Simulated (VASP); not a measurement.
# TiB (I-4m2) in VASP: notebook

Runs on TiB. Level: PBEsol. Tasks: single point.

All numbers are computed with VASP 6.6.1; they aren't measurements. Logs are shortened: lines on timing, memory, paths and dates and some standing lists are left out, and cuts for length are marked.

**1. The cell of the first run**

It takes space group I-4m2 (No. 119, tetragonal). The conventional cell has a = 3.430 Å, b = 3.430 Å, c = 3.153 Å, α = 90.00°, β = 90.00°, γ = 90.00°. Within 2.5 Å of Ti (site symmetry -4m2) lie 4 B at 1.89 Å. B (site symmetry -4m2) has 4 Ti at 1.89 Å within 2.5 Å.

**2. Single point, PBEsol**

Contents of INCAR:

```
SYSTEM = TiB
PREC = Accurate
ENCUT = 520
EDIFF = 1E-6
ISMEAR = 0
SIGMA = 0.15
LREAL = .False.
LASPH = .True.
NELM = 100
ALGO = Normal
ISIF = 2
LWAVE = .False.
LCHARG = .False.
GGA = PS
NBANDS = 14
```

Contents of KPOINTS:

```
Automatic mesh
0
Gamma
  22 22 22
  0 0 0
```

Contents of POSCAR:

```
TiB
1.0
    0.0000000000      2.4254273295      1.5765277642
    2.4254273295      0.0000000000      1.5765277642
    2.4254273295      2.4254273295      0.0000000000
Ti B
1 1
Direct
    0.7500000000      0.7500000000      0.7500000000
    0.0000000000      0.0000000000      0.0000000000
```

Potentials or basis: VASP PAW PBE potentials, release 64 (Ti_sv, B).

Launch:

```bash
$ cat potpaw_PBE.64/Ti_sv/POTCAR potpaw_PBE.64/B/POTCAR > POTCAR
$ mpirun -np 1 vasp_std > vasp.out
```

OUTCAR:

```text
SYSTEM = TiB
   PREC = Accurate
   ENCUT = 520
   EDIFF = 1E-6
   ISMEAR = 0
   LREAL = .False.
   LASPH = .True.
   NELM = 100
   ISIF = 2
   GGA = PS

 ion  position               nearest neighbor table
   1  0.750  0.750  0.750-   2 1.89   2 1.89   2 1.89   2 1.89
   2  0.000  0.000  0.000-   1 1.89   1 1.89   1 1.89   1 1.89

  LATTYP: Found a body centered tetragonal cell.
 ALAT       =     3.4300722239
 C/A-ratio  =     0.9192388156

  Lattice vectors:

 A1 = (   0.0000000000,  -2.4254273295,  -1.5765277642)
 A2 = (   0.0000000000,   2.4254273295,  -1.5765277642)
 A3 = (   2.4254273295,   0.0000000000,   1.5765277642)

Analysis of symmetry for initial positions (statically):
=====================================================================
 Subroutine PRICEL returns:
 Original cell was already a primitive cell.

 Routine SETGRP: Setting up the symmetry group for a
 body centered tetragonal supercell.

 Subroutine GETGRP returns: Found  8 space group operations
 (whereof  8 operations were pure point group operations)
 out of a pool of 16 trial point group operations.

The static configuration has the point symmetry D_2d.

Analysis of symmetry for dynamics (positions and initial velocities):
=====================================================================
 Subroutine PRICEL returns:
 Original cell was already a primitive cell.

 Routine SETGRP: Setting up the symmetry group for a
 body centered tetragonal supercell.

 Subroutine GETGRP returns: Found  8 space group operations
 (whereof  8 operations were pure point group operations)
 out of a pool of 16 trial point group operations.

The dynamic configuration has the point symmetry D_2d.

 Subroutine INISYM returns: Found  8 space group operations
 (whereof  8 operations are pure point group operations),
 and found     1 'primitive' translations

----------------------------------------------------------------------------------------

                                     Primitive cell

  volume of cell :      18.5485

  direct lattice vectors                    reciprocal lattice vectors
     0.000000000  2.425427330  1.576527764    -0.206149240  0.206149240  0.317152677
     2.425427330  0.000000000  1.576527764     0.206149240 -0.206149240  0.317152677
     2.425427330  2.425427330  0.000000000     0.206149240  0.206149240 -0.317152677

  length of vectors
     2.892773327  2.892773327  3.430072224     0.430790945  0.430790945  0.430790945

  position of ions in fractional coordinates (direct lattice)
     0.750000000  0.750000000  0.750000000
     0.000000000  0.000000000  0.000000000

  ion indices of the primitive-cell ions
   primitive index   ion index
                 1           1
                 2           2

----------------------------------------------------------------------------------------

 KPOINTS: Automatic mesh

Automatic generation of k-mesh.
 Grid dimensions read from file:
 generate k-points for:   22   22   22

 Generating k-lattice:

  Cartesian coordinates                     Fractional coordinates (reciprocal lattice)
    -0.009370420  0.009370420  0.014416031     0.045454545  0.000000000  0.000000000
     0.009370420 -0.009370420  0.014416031     0.000000000  0.045454545  0.000000000
     0.009370420  0.009370420 -0.014416031    -0.000000000 -0.000000000  0.045454545

  Length of vectors
     0.019581407  0.019581407  0.019581407

  Shift w.r.t. Gamma in fractional coordinates (k-lattice)
     0.000000000  0.000000000  0.000000000

 Subroutine IBZKPT returns following result:
 ===========================================

 Found    834 irreducible k-points:

 Following reciprocal coordinates:
            Coordinates               Weight
  0.000000  0.000000  0.000000      1.000000
  0.045455 -0.000000  0.000000      8.000000
  0.090909 -0.000000  0.000000      8.000000
  0.136364  0.000000  0.000000      8.000000
  0.181818 -0.000000  0.000000      8.000000
  0.227273 -0.000000  0.000000      8.000000
[... 16 lines left out ...]
  0.500000  0.045455  0.000000      8.000000
 -0.454545  0.045455  0.000000      8.000000
 [... further k-points ...]
   k-points           NKPTS =    834   k-points in BZ     NKDIM =    834   number of bands    NBANDS=     14
   number of dos      NEDOS =    301   number of ions     NIONS =      2
   total plane-waves  NPLWV =  16128
   dimension x,y,z NGX =    24 NGY =   24 NGZ =   28
   dimension x,y,z NGXF=    48 NGYF=   48 NGZF=   56
   ions per type =               1   1
   NGX,Y,Z   is equivalent  to a cutoff of  13.79, 13.79, 13.57 a.u.
   NGXF,Y,Z  is equivalent  to a cutoff of  27.59, 27.59, 27.14 a.u.
 SYSTEM =  TiB
   PREC   = accura    normal or accurate (medium, high low for compatibility)
   ISTART =      0    job   : 0-new  1-cont  2-samecut
   ICHARG =      2    charge: 1-file 2-atom 10-const
   ISPIN  =      1    spin polarized calculation?
   LNONCOLLINEAR =      F non collinear calculations
   LSORBIT =      F    spin-orbit coupling
   LASPH  =      T    aspherical Exc in radial PAW
   ENCUT  =  520.0 eV  38.22 Ry    6.18 a.u.   5.38  5.38  6.38*2*pi/ulx,y,z
   NELM   =    100;   NELMIN=  2; NELMDL= -5     # of ELM steps
   EDIFF  = 0.1E-05   stopping-criterion for ELM
   LREAL  =      F    real-space projection
   EDIFFG = 0.1E-04   stopping-criterion for IOM
   NSW    =      0    number of steps for IOM
   IBRION =     -1    ionic relax: 0-MD 1-quasi-New 2-CG
   NFREE  =      0    steps in history (QN), initial steepest desc. (CG)
   ISIF   =      2    stress and relaxation
   ISYM   =      2    0-nonsym 1-usesym 2-fastsym
   POTIM  = 0.5000    time-step for ionic-motion
   TEBEG  =    0.0;   TEEND  =   0.0 temperature during run
   PSTRESS=    0.0 pullay stress
   NELECT =      15.0000    total number of electrons
   NUPDOWN=      -1.0000    fix difference up-down
   EMIN   =  10.00;   EMAX   =-10.00  energy-range for DOS
   EFERMI =   0.00;   METHOD = LEGACY
   ISMEAR =     0;   SIGMA  =   0.15  broadening in eV -4-tet -1-fermi 0-gaus
   EFERMI_NEDOS =   21; number of points for ismear=-14 and -15
   IALGO  =     38    algorithm
   IMIX   =      4    mixing-type and parameters
     AMIX     =   0.40;   BMIX     =  1.00
     AMIX_MAG =   1.60;   BMIX_MAG =  1.00
  volume/ion in A,a.u.               =       9.27        62.59
  Fermi-wavevector in a.u.,A,eV,Ry     =   1.525232  2.882270 31.651671  2.326332
  Thomas-Fermi vector in A             =   2.633430
   LORBIT       =      0    0 simple, 1 ext, 2 COOP (PROOUT), +10 PAW based schemes
   GGA     = PS    functional components
   LHFCALC =     F    Hartree Fock is set to
   AEXX    =    0.0000 exact exchange contribution
   IVDW    =     0    specifies the selected vdW correction
   LEPSILON=     F    determine dielectric tensor
   LRPA    =     F    only Hartree local field effects (RPA)
 non-spin polarized calculation
 Gauss-broadening in eV      SIGMA  =   0.15
  energy-cutoff  :      520.00
  volume of cell :       18.55
 maximum number of plane-waves:       517
 NGX is ok and might be reduce to    24

 number of electron      15.0000001 magnetization

 Free energy of the ion-electron system (eV)
  ---------------------------------------------------
  ext. energy  EPLUGINS =         0.00000000
  ---------------------------------------------------
  free energy    TOTEN  =       -12.84677144 eV

  energy without entropy =      -12.83022938  energy(sigma->0) =      -12.83850041

 E-fermi :   9.9032     XC(G=0): -13.0108

 val. band max:        9.9025076403   @ k =  -0.2273   0.0000   0.2273
 cond. band min:       9.9042242721   @ k =  -0.4091   0.0000   0.0455
 fundamental gap:      0.0017166318
 Fermi energy:         9.9032218899

 k-point     1 :       0.0000    0.0000    0.0000
  band No.  band energies     occupation
      1     -45.4686      2.00000
      2     -21.6668      2.00000
      3     -21.6668      2.00000
      4     -21.5598      2.00000
      5       0.0222      2.00000
      6       8.7504      2.00000
      7       8.7504      2.00000
      8       9.5803      1.99767
      9      10.1589      0.01593
     10      12.3375      0.00000
     11      18.7640      0.00000
     12      18.7640      0.00000
     13      20.9221      0.00000
     14      24.0162      0.00000

 k-point     2 :       0.0455   -0.0000    0.0000
  band No.  band energies     occupation
      1     -45.4660      2.00000
      2     -21.6749      2.00000
      3     -21.6718      2.00000
      4     -21.5678      2.00000
      5       0.0847      2.00000
      6       8.7094      2.00000
      7       8.7190      2.00000
      8       9.5647      1.99858
      9      10.1913      0.00661
     10      12.3373      0.00000
     11      18.7694      0.00000
     12      18.8325      0.00000
     13      20.7958      0.00000
     14      24.1703      0.00000

 k-point     3 :       0.0909   -0.0000    0.0000
  band No.  band energies     occupation
      1     -45.4585      2.00000
      2     -21.7040      2.00000
      3     -21.6865      2.00000
      4     -21.5853      2.00000
      5       0.2691      2.00000
      6       8.5636      2.00000
      7       8.6177      2.00000
      8       9.5515      1.99909
      9      10.3036      0.00016
     10      12.3467      0.00000
     11      18.7025      0.00000
     12      19.0199      0.00000
     13      20.5556      0.00000
     14      24.5637      0.00000
[... 324 lines left out ...]
 k-point    23 :       0.5000    0.0455    0.0000
  band No.  band energies     occupation
      1     -45.3381      2.00000
      2     -22.3376      2.00000
      3     -21.9170      2.00000
      4     -21.6490      2.00000
      5       3.6361      2.00000
      6       6.6148      2.00000
      7       7.0136      2.00000
      8       9.7176      1.91996
      9      13.3730      0.00000
     10      14.1752      0.00000
     11      15.7843      0.00000
     12      17.6817      0.00000
     13      18.0266      0.00000
     14      24.0475      0.00000

 k-point    24 :      -0.4545    0.0455    0.0000
  band No.  band energies     occupation
      1     -45.3413      2.00000
      2     -22.3228      2.00000
      3     -21.9127      2.00000
      4     -21.6464      2.00000
      5       3.5470      2.00000
      6       6.6931      2.00000
      7       7.0531      2.00000
      8       9.7898      1.71519
      9      13.1874      0.00000
     10      13.9912      0.00000
     11      15.6441      0.00000
     12      17.9410      0.00000
     13      18.1734      0.00000
     14      24.1156      0.00000

 [... further k-points ...]

------------------------ aborting loop because EDIFF is reached ----------------------------------------

  FORCE on cell =-STRESS in cart. coord.  units (eV):
  Direction    XX          YY          ZZ          XY          YZ          ZX
  --------------------------------------------------------------------------------------
  -------------------------------------------------------------------------------------
  Total       14.0988751     14.0988751      3.4089222      0.0000000      0.0000000      0.0000000
  in kB     1217.8306298   1217.8306298    294.4553953      0.0000000      0.0000000      0.0000000
  external PRESSURE =     910.0388850 kB  Pullay stress =       0.0000000 kB

 VOLUME and BASIS-vectors are now :
 -----------------------------------------------------------------------------
  energy-cutoff  :      520.00
  volume of cell :       18.55
      direct lattice vectors                 reciprocal lattice vectors
     0.000000000  2.425427330  1.576527764    -0.206149240  0.206149240  0.317152677
     2.425427330  0.000000000  1.576527764     0.206149240 -0.206149240  0.317152677
     2.425427330  2.425427330  0.000000000     0.206149240  0.206149240 -0.317152677

 POSITION                                       TOTAL-FORCE (eV/Angst)
 -----------------------------------------------------------------------------------
      3.63814      3.63814      2.36479        -0.000000     -0.000000     -0.000000
      0.00000      0.00000      0.00000         0.000000      0.000000      0.000000
 -----------------------------------------------------------------------------------
    total drift:                                0.000000      0.000000      0.000001

  FREE ENERGIE OF THE ION-ELECTRON SYSTEM (eV)
  ---------------------------------------------------
  free  energy   TOTEN  =       -12.8467714423 eV

  energy  without entropy=      -12.8302293808  energy(sigma->0) =      -12.83850041
```

Run time: 83 s. Hardware: 1 thread of Intel Xeon 6975P-C (Granite Rapids), shared host; peak memory 0.34 GiB.

What came out:

* Free energy: -12.8468 eV
* Pressure: 91.0 GPa

Levels at points of the mesh, in eV from the Fermi level:
| k point | band 4 | band 5 | band 6 | band 7 | band 8 | band 9 | band 10 | band 11 | band 12 | band 13 |
| --- | --- | --- | --- | --- | --- | --- | --- | --- | --- | --- |
| (0.00, 0.00, 0.00) | -31.46 | -9.88 | -1.15 | -1.15 | -0.32 | 0.26 | 2.43 | 8.86 | 8.86 | 11.02 |
| (0.50, 0.00, 0.00) | -31.54 | -6.31 | -3.26 | -2.94 | -0.08 | 3.46 | 4.28 | 5.82 | 7.69 | 8.18 |
| (0.50, 0.50, 0.00) | -31.88 | -6.08 | -4.18 | 0.02 | 0.02 | 4.36 | 4.54 | 4.54 | 6.37 | 8.21 |
| (0.50, 0.00, 0.50) | -31.55 | -5.26 | -4.66 | -0.17 | -0.13 | 1.58 | 3.21 | 4.45 | 6.20 | 9.14 |

Caveat: the PAW data sets were made with another functional, which shifts forces and pressure a little.

**3. Single point, PBEsol**

This run uses another cell than the first one, of the same volume but with other edges.

Contents of INCAR:

```
PREC = Accurate
ENCUT = 520
EDIFF = 1E-7
ISMEAR = 0
SIGMA = 0.15
LREAL = False
LASPH = True
NELM = 60
ALGO = Normal
ISIF = 2
LWAVE = False
LCHARG = False
GGA = PS
NBANDS = 14
```

Contents of KPOINTS:

```
Automatic mesh
0
Gamma
  22 22 22
```

Contents of POSCAR:

```
TiB
1.0
    0.0000000000      1.8353925564      2.7530888346
    1.8353925564      0.0000000000      2.7530888346
    1.8353925564      1.8353925564      0.0000000000
Ti B
1 1
Direct
    0.7500000000      0.7500000000      0.7500000000
    0.0000000000      0.0000000000      0.0000000000
```

Potentials or basis: VASP PAW PBE potentials, release 64 (Ti_sv, B).

Launch:

```bash
$ cat potpaw_PBE.64/Ti_sv/POTCAR potpaw_PBE.64/B/POTCAR > POTCAR
$ mpirun -np 1 vasp_std > vasp.out
```

OUTCAR:

```text
PREC = Accurate
   ENCUT = 520
   EDIFF = 1E-7
   ISMEAR = 0
   LREAL = False
   LASPH = True
   NELM = 60
   ISIF = 2
   GGA = PS

 ion  position               nearest neighbor table
   1  0.750  0.750  0.750-   2 1.89   2 1.89   2 1.89   2 1.89
   2  0.000  0.000  0.000-   1 1.89   1 1.89   1 1.89   1 1.89

  LATTYP: Found a body centered tetragonal cell.
 ALAT       =     2.5956370455
 C/A-ratio  =     2.1213203436

  Lattice vectors:

 A1 = (  -1.8353925564,   0.0000000000,   2.7530888346)
[... 594 lines left out ...]

------------------------ aborting loop because EDIFF is reached ----------------------------------------

  FORCE on cell =-STRESS in cart. coord.  units (eV):
  Direction    XX          YY          ZZ          XY          YZ          ZX
  --------------------------------------------------------------------------------------
  -------------------------------------------------------------------------------------
  Total        9.9878347      9.9878347     13.9732324      0.0000000      0.0000000      0.0000000
  in kB      862.7277669    862.7277669   1206.9778806      0.0000000      0.0000000      0.0000000
  external PRESSURE =     977.4778048 kB  Pullay stress =       0.0000000 kB

 VOLUME and BASIS-vectors are now :
 -----------------------------------------------------------------------------
  energy-cutoff  :      520.00
  volume of cell :       18.55
      direct lattice vectors                 reciprocal lattice vectors
     0.000000000  1.835392556  2.753088835    -0.272421286  0.272421286  0.181614190
     1.835392556  0.000000000  2.753088835     0.272421286 -0.272421286  0.181614190
     1.835392556  1.835392556  0.000000000     0.272421286  0.272421286 -0.181614190

 POSITION                                       TOTAL-FORCE (eV/Angst)
 -----------------------------------------------------------------------------------
      2.75309      2.75309      4.12963        -0.000000     -0.000000      0.000000
      0.00000      0.00000      0.00000         0.000000      0.000000      0.000000
 -----------------------------------------------------------------------------------
    total drift:                               -0.000003     -0.000003      0.000004

  FREE ENERGIE OF THE ION-ELECTRON SYSTEM (eV)
  ---------------------------------------------------
  free  energy   TOTEN  =       -11.7672187986 eV

  energy  without entropy=      -11.7538844063  energy(sigma->0) =      -11.76055160
```

OSZICAR:

```text
N       E                     dE             d eps       ncg     rms          rms(c)
DAV:   1     0.122323109851E+03    0.12232E+03   -0.79018E+03 23364   0.132E+03
DAV:   2    -0.458388525709E+01   -0.12691E+03   -0.11996E+03 24246   0.337E+02
DAV:   3    -0.139158632720E+02   -0.93320E+01   -0.89698E+01 34994   0.841E+01
DAV:   4    -0.144275352910E+02   -0.51167E+00   -0.51028E+00 27560   0.151E+01
DAV:   5    -0.144357559365E+02   -0.82206E-02   -0.82199E-02 31296   0.189E+00    0.224E+01
DAV:   6    -0.117227140819E+02    0.27130E+01   -0.63594E+00 29530   0.408E+01    0.580E+00
DAV:   7    -0.117119322553E+02    0.10782E-01   -0.76306E-01 24876   0.117E+01    0.556E+00
DAV:   8    -0.117647544089E+02   -0.52822E-01   -0.15519E-01 32682   0.324E+00    0.537E-01
DAV:   9    -0.117668125615E+02   -0.20582E-02   -0.12867E-02 25126   0.116E+00    0.263E-01
DAV:  10    -0.117672305411E+02   -0.41798E-03   -0.39808E-03 25680   0.624E-01    0.255E-01
DAV:  11    -0.117672102935E+02    0.20248E-04   -0.35273E-04 26016   0.211E-01    0.557E-02
DAV:  12    -0.117672209523E+02   -0.10659E-04   -0.57201E-05 25326   0.866E-02    0.149E-02
DAV:  13    -0.117672190034E+02    0.19489E-05   -0.20833E-06 25814   0.198E-02    0.242E-03
DAV:  14    -0.117672188746E+02    0.12876E-06   -0.11888E-07 22158   0.443E-03    0.694E-04
DAV:  15    -0.117672187986E+02    0.76038E-07   -0.18108E-08 11904   0.163E-03
   1 F= -.11767219E+02 E0= -.11760552E+02  d E =-.133344E-01
```

Run time: 1.8 min. Hardware: 1 thread of Intel Xeon 6975P-C (Granite Rapids), shared host; peak memory 0.33 GiB.

What came out:

* Free energy: -11.7672 eV
* Pressure: 97.7 GPa

Stress tensor (GPa, compression positive):
```
 86.27   0.00   0.00
  0.00  86.27   0.00
  0.00   0.00 120.70
```

Caveat: the PAW data sets were made with another functional, which shifts forces and pressure a little.
